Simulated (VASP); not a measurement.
# Si2Mo (P6_222) in VASP: notebook

The runs below take Si2Mo through relaxation of shape and atoms at fixed volume, single point, with PBEsol.

All numbers are computed with VASP 6.6.1; they aren't measurements. Logs are shortened: lines on timing, memory, paths and dates and some standing lists are left out, and cuts for length are marked.

### 1 The cell of the first run

The structure is hexagonal, space group P6_222 (No. 180). The conventional cell has a = 4.377 Å, b = 4.377 Å, c = 6.311 Å, α = 90.00°, β = 90.00°, γ = 120.00°. Si (site symmetry 2) has 9 Si at 2.44 to 3.06 Å and 5 Mo at 2.46 to 2.55 Å within 3.2 Å. Mo (site symmetry 222) has 10 Si at 2.46 to 2.55 Å and 4 Mo at 3.04 Å within 3.2 Å.

### 2 Relaxation of shape and atoms at fixed volume, PBEsol (11.64 Å³/atom)

File INCAR:

```
PREC = Accurate ; ENCUT = 600
EDIFF = 1E-6 ; ISMEAR = 0
SIGMA = 0.1 ; LREAL = False
LASPH = True ; NELM = 80
ALGO = Normal ; ISIF = 4
LWAVE = False ; LCHARG = False
GGA = PS ; IBRION = 2
NSW = 50 ; EDIFFG = -0.01
```

File KPOINTS:

```
Automatic mesh
0
Gamma
  12 12 6
```

File POSCAR:

```
Si2Mo
1.0
    4.3771631187      0.0000000000      0.0000000000
   -2.1885815594      3.7907344573      0.0000000000
    0.0000000000      0.0000000000      6.3111846962
Si Mo
6 3
Direct
    0.1639911573      0.8360088427      0.8333333333
    0.3279823146      0.1639911573      0.1666666667
    0.8360088427      0.6720176854      0.5000000000
    0.8360088427      0.1639911573      0.8333333333
    0.6720176854      0.8360088427      0.1666666667
    0.1639911573      0.3279823146      0.5000000000
    0.5000000000      0.0000000000      0.5000000000
    0.0000000000      0.5000000000      0.1666666667
    0.5000000000      0.5000000000      0.8333333333
```

Potentials or basis: VASP PAW PBE potentials, release 64 (Si, Mo_sv).

Started as:

```sh
$ cat potpaw_PBE.64/Si/POTCAR potpaw_PBE.64/Mo_sv/POTCAR > POTCAR
$ mpirun -np 1 vasp_std > vasp.out
```

OUTCAR:

```text
PREC = Accurate
   ENCUT = 600
   EDIFF = 1E-6
   ISMEAR = 0
   LREAL = False
   LASPH = True
   NELM = 80
   ISIF = 4
   GGA = PS
   IBRION = 2
   NSW = 50
   EDIFFG = -0.01

 ion  position               nearest neighbor table
   1  0.164  0.836  0.833-   3 2.44   2 2.44   7 2.46   8 2.46   4 2.49   9 2.52   9 2.52   9 2.55
                             4 2.55   4 2.55   6 3.01   5 3.01   6 3.06   5 3.06
   2  0.328  0.164  0.167-   6 2.44   1 2.44   7 2.46   9 2.46   5 2.49   8 2.52   8 2.52   8 2.55
                             5 2.55   5 2.55   3 3.01   4 3.01   3 3.06   4 3.06
   3  0.836  0.672  0.500-   1 2.44   5 2.44   9 2.46   8 2.46   6 2.49   7 2.52   7 2.52   7 2.55
                             6 2.55   6 2.55   2 3.01   4 3.01   2 3.06   4 3.06
   4  0.836  0.164  0.833-   6 2.44   5 2.44   7 2.46   8 2.46   1 2.49   9 2.52   9 2.52   9 2.55
                             1 2.55   1 2.55   3 3.01   2 3.01   3 3.06   2 3.06
   5  0.672  0.836  0.167-   3 2.44   4 2.44   7 2.46   9 2.46   2 2.49   8 2.52   8 2.52   8 2.55
                             2 2.55   2 2.55   6 3.01   1 3.01   6 3.06   1 3.06
   6  0.164  0.328  0.500-   4 2.44   2 2.44   9 2.46   8 2.46   3 2.49   7 2.52   7 2.52   7 2.55
                             3 2.55   3 2.55   5 3.01   1 3.01   5 3.06   1 3.06
   7  0.500  0.000  0.500-   1 2.46   4 2.46   2 2.46   5 2.46   6 2.52   3 2.52   6 2.52   3 2.52
                             6 2.55   3 2.55   8 3.04   8 3.04   9 3.04   9 3.04
   8  0.000  0.500  0.167-   3 2.46   6 2.46   4 2.46   1 2.46   2 2.52   5 2.52   2 2.52   5 2.52
                             5 2.55   2 2.55   7 3.04   7 3.04   9 3.04   9 3.04
   9  0.500  0.500  0.833-   3 2.46   6 2.46   5 2.46   2 2.46   1 2.52   4 2.52   1 2.52   4 2.52
                             1 2.55   4 2.55   7 3.04   7 3.04   8 3.04   8 3.04

  LATTYP: Found a hexagonal cell.
 ALAT       =     4.3771631187
 C/A-ratio  =     1.4418436154

  Lattice vectors:

 A1 = (   4.3771631187,   0.0000000000,   0.0000000000)
 A2 = (  -2.1885815594,   3.7907344573,   0.0000000000)
 A3 = (   0.0000000000,   0.0000000000,   6.3111846962)

Analysis of symmetry for initial positions (statically):
=====================================================================
 Subroutine PRICEL returns:
 Original cell was already a primitive cell.

 Routine SETGRP: Setting up the symmetry group for a
 hexagonal supercell.

 Subroutine GETGRP returns: Found 12 space group operations
 (whereof  4 operations were pure point group operations)
 out of a pool of 24 trial point group operations.

The static configuration has the point symmetry D_2 .
 The point group associated with its full space group is D_6 .

Analysis of symmetry for dynamics (positions and initial velocities):
=====================================================================
 Subroutine PRICEL returns:
 Original cell was already a primitive cell.

 Routine SETGRP: Setting up the symmetry group for a
 hexagonal supercell.

 Subroutine GETGRP returns: Found 12 space group operations
 (whereof  4 operations were pure point group operations)
 out of a pool of 24 trial point group operations.

The dynamic configuration has the point symmetry D_2 .
 The point group associated with its full space group is D_6 .

 Subroutine INISYM returns: Found 12 space group operations
 (whereof  4 operations are pure point group operations),
 and found     1 'primitive' translations

----------------------------------------------------------------------------------------

                                     Primitive cell

  volume of cell :     104.7194

  direct lattice vectors                    reciprocal lattice vectors
     4.377163119  0.000000000  0.000000000     0.228458473  0.131900561  0.000000000
    -2.188581559  3.790734457  0.000000000     0.000000000  0.263801121  0.000000000
     0.000000000  0.000000000  6.311184696     0.000000000  0.000000000  0.158448857

  length of vectors
     4.377163119  4.377163119  6.311184696     0.263801121  0.263801121  0.158448857

  position of ions in fractional coordinates (direct lattice)
     0.163991157  0.836008843  0.833333333
     0.327982315  0.163991157  0.166666667
     0.836008843  0.672017685  0.500000000
     0.836008843  0.163991157  0.833333333
     0.672017685  0.836008843  0.166666667
     0.163991157  0.327982315  0.500000000
     0.500000000  0.000000000  0.500000000
     0.000000000  0.500000000  0.166666667
     0.500000000  0.500000000  0.833333333

  ion indices of the primitive-cell ions
   primitive index   ion index
                 1           1
                 2           2
                 3           3
                 4           4
                 5           5
                 6           6
                 7           7
                 8           8
                 9           9

----------------------------------------------------------------------------------------

 KPOINTS: Automatic mesh

Automatic generation of k-mesh.
 Grid dimensions read from file:
 generate k-points for:   12   12    6

 Generating k-lattice:

  Cartesian coordinates                     Fractional coordinates (reciprocal lattice)
     0.019038206  0.010991713  0.000000000     0.083333333  0.000000000  0.000000000
     0.000000000  0.021983427  0.000000000     0.000000000  0.083333333  0.000000000
     0.000000000  0.000000000  0.026408143     0.000000000  0.000000000  0.166666667

  Length of vectors
     0.021983427  0.021983427  0.026408143

  Shift w.r.t. Gamma in fractional coordinates (k-lattice)
     0.000000000  0.000000000  0.000000000

 Subroutine IBZKPT returns following result:
 ===========================================

 Found     76 irreducible k-points:

 Following reciprocal coordinates:
            Coordinates               Weight
  0.000000  0.000000  0.000000      1.000000
  0.083333  0.000000  0.000000      6.000000
  0.166667  0.000000  0.000000      6.000000
  0.250000  0.000000  0.000000      6.000000
  0.333333  0.000000  0.000000      6.000000
  0.416667  0.000000  0.000000      6.000000
[... 16 lines left out ...]
  0.250000  0.000000  0.166667     12.000000
  0.333333  0.000000  0.166667     12.000000
 [... further k-points ...]
   k-points           NKPTS =     76   k-points in BZ     NKDIM =     76   number of bands    NBANDS=     39
   number of dos      NEDOS =    301   number of ions     NIONS =      9
   total plane-waves  NPLWV =  64800
   dimension x,y,z NGX =    36 NGY =   36 NGZ =   50
   dimension x,y,z NGXF=    72 NGYF=   72 NGZF=  100
   ions per type =               6   3
   NGX,Y,Z   is equivalent  to a cutoff of  13.67, 13.67, 13.17 a.u.
   NGXF,Y,Z  is equivalent  to a cutoff of  27.35, 27.35, 26.34 a.u.
 SYSTEM =  unknown system
   PREC   = accura    normal or accurate (medium, high low for compatibility)
   ISTART =      0    job   : 0-new  1-cont  2-samecut
   ICHARG =      2    charge: 1-file 2-atom 10-const
   ISPIN  =      1    spin polarized calculation?
   LNONCOLLINEAR =      F non collinear calculations
   LSORBIT =      F    spin-orbit coupling
   LASPH  =      T    aspherical Exc in radial PAW
   ENCUT  =  600.0 eV  44.10 Ry    6.64 a.u.   8.74  8.74 12.61*2*pi/ulx,y,z
   NELM   =     80;   NELMIN=  2; NELMDL= -5     # of ELM steps
   EDIFF  = 0.1E-05   stopping-criterion for ELM
   LREAL  =      F    real-space projection
   EDIFFG = -.1E-01   stopping-criterion for IOM
   NSW    =     50    number of steps for IOM
   IBRION =      2    ionic relax: 0-MD 1-quasi-New 2-CG
   NFREE  =      1    steps in history (QN), initial steepest desc. (CG)
   ISIF   =      4    stress and relaxation
   ISYM   =      2    0-nonsym 1-usesym 2-fastsym
   POTIM  = 0.5000    time-step for ionic-motion
   TEBEG  =    0.0;   TEEND  =   0.0 temperature during run
   PSTRESS=    0.0 pullay stress
   NELECT =      66.0000    total number of electrons
   NUPDOWN=      -1.0000    fix difference up-down
   EMIN   =  10.00;   EMAX   =-10.00  energy-range for DOS
   EFERMI =   0.00;   METHOD = LEGACY
   ISMEAR =     0;   SIGMA  =   0.10  broadening in eV -4-tet -1-fermi 0-gaus
   EFERMI_NEDOS =   21; number of points for ismear=-14 and -15
   IALGO  =     38    algorithm
   IMIX   =      4    mixing-type and parameters
     AMIX     =   0.40;   BMIX     =  1.00
     AMIX_MAG =   1.60;   BMIX_MAG =  1.00
  volume/ion in A,a.u.               =      11.64        78.52
  Fermi-wavevector in a.u.,A,eV,Ry     =   1.403612  2.652443 26.805210  1.970127
  Thomas-Fermi vector in A             =   2.526257
   LORBIT       =      0    0 simple, 1 ext, 2 COOP (PROOUT), +10 PAW based schemes
   GGA     = PS    functional components
   LHFCALC =     F    Hartree Fock is set to
   AEXX    =    0.0000 exact exchange contribution
   IVDW    =     0    specifies the selected vdW correction
   LEPSILON=     F    determine dielectric tensor
   LRPA    =     F    only Hartree local field effects (RPA)
 conjugate gradient relaxation of ions
 non-spin polarized calculation
 Gauss-broadening in eV      SIGMA  =   0.10
  energy-cutoff  :      600.00
  volume of cell :      104.72
 maximum number of plane-waves:      3523
 NGX is ok and might be reduce to    36
   NGX = 17   NGY = 17   NGZ = 25

--------------------------------------- Ionic step        1  -------------------------------------------

 number of electron      65.9999999 magnetization

 Free energy of the ion-electron system (eV)
  ---------------------------------------------------
  ext. energy  EPLUGINS =         0.00000000
  ---------------------------------------------------
  free energy    TOTEN  =       -73.45524009 eV

  energy without entropy =      -73.45458099  energy(sigma->0) =      -73.45491054

------------------------ aborting loop because EDIFF is reached ----------------------------------------

  FORCE on cell =-STRESS in cart. coord.  units (eV):
  Direction    XX          YY          ZZ          XY          YZ          ZX
  --------------------------------------------------------------------------------------
  -------------------------------------------------------------------------------------
  Total       24.6570418     24.6570418     25.1390977     -0.0000000     -0.0000000      0.0000000
  in kB      377.2459360    377.2459360    384.6212582     -0.0000000     -0.0000000      0.0000000
  external PRESSURE =     379.7043767 kB  Pullay stress =       0.0000000 kB
[... 71 lines left out ...]
  energy  without entropy=      -73.4547480591  energy(sigma->0) =      -73.45506820

--------------------------------------- Ionic step        3  -------------------------------------------

 number of electron      65.9999998 magnetization

 Free energy of the ion-electron system (eV)
  ---------------------------------------------------
  ext. energy  EPLUGINS =         0.00000000
  ---------------------------------------------------
  free energy    TOTEN  =       -73.45551256 eV

  energy without entropy =      -73.45486486  energy(sigma->0) =      -73.45518871

 E-fermi :  15.0259     XC(G=0): -13.1947

 val. band max:       14.9907654855   @ k =   0.5000   0.0000   0.0000
 cond. band min:      15.0397752141   @ k =   0.5000   0.0000   0.5000
 fundamental gap:      0.0490097287
 Fermi energy:        15.0259289361

 k-point     1 :       0.0000    0.0000    0.0000
  band No.  band energies     occupation
      1     -45.9340      2.00000
      2     -45.8769      2.00000
      3     -45.8769      2.00000
      4     -20.3579      2.00000
      5     -20.3487      2.00000
      6     -20.3487      2.00000
[... 997 lines left out ...]
     38      16.7205      0.00000
     39      17.5816      0.00000

 [... further k-points ...]
[... 5 lines left out ...]
  --------------------------------------------------------------------------------------
  -------------------------------------------------------------------------------------
  Total       24.8049576     24.8049576     24.8028927     -0.0000000     -0.0000000      0.0000000
  in kB      379.5090063    379.5090063    379.4774147     -0.0000000     -0.0000000      0.0000000
  external PRESSURE =     379.4984758 kB  Pullay stress =       0.0000000 kB
[... 24 lines left out ...]
  FREE ENERGIE OF THE ION-ELECTRON SYSTEM (eV)
  ---------------------------------------------------
  free  energy   TOTEN  =       -73.4555125649 eV

  energy  without entropy=      -73.4548648607  energy(sigma->0) =      -73.45518871

 reached required accuracy - stopping structural energy minimisation
```

It took 9.4 min on 1 thread of Intel Xeon Platinum 8259CL at 2.50GHz (Skylake/Cascade Lake), shared host; peak memory 0.44 GiB.

Results:

```
Free energy               : -73.4555 eV
Energy gained by relaxing : 0.0 meV/atom
Ionic steps               : 3
Pressure after relaxing   : 37.9 GPa
Band gap on the k mesh    : zero (bands 33 and 34 overlap by 0.05 eV)
```

The path:
| step | energy change (eV) | largest force (eV/Å) | pressure (GPa) | volume (Å³) |
| --- | --- | --- | --- | --- |
| 1 | 0.0000 | 0.0171 | 37.97 | 104.72 |
| 2 | -0.0001 | 0.0089 | 37.93 | 104.72 |
| 3 | -0.0003 | 0.0017 | 37.95 | 104.72 |

Final structure:
```cif
data_structure
_symmetry_space_group_name_H-M 'P 1'
_symmetry_Int_Tables_number 1
_cell_length_a 4.3749
_cell_length_b 4.3749
_cell_length_c 6.3177
_cell_angle_alpha 90.000
_cell_angle_beta 90.000
_cell_angle_gamma 120.000
_cell_volume 104.72
loop_
_atom_site_label
_atom_site_type_symbol
_atom_site_fract_x
_atom_site_fract_y
_atom_site_fract_z
_atom_site_occupancy
Si1 Si 0.16393 0.83607 0.83333 1
Si2 Si 0.32785 0.16393 0.16667 1
Si3 Si 0.83607 0.67215 0.50000 1
Si4 Si 0.83607 0.16393 0.83333 1
Si5 Si 0.67215 0.83607 0.16667 1
Si6 Si 0.16393 0.32785 0.50000 1
Mo1 Mo 0.50000 0.00000 0.50000 1
Mo2 Mo 0.00000 0.50000 0.16667 1
Mo3 Mo 0.50000 0.50000 0.83333 1
```

Caveat: the PAW data sets were made with another functional, which shifts forces and pressure a little.

[end of part 1 of 2]

The gap in the log of VASP goes by the Fermi energy; the results here count the filled bands.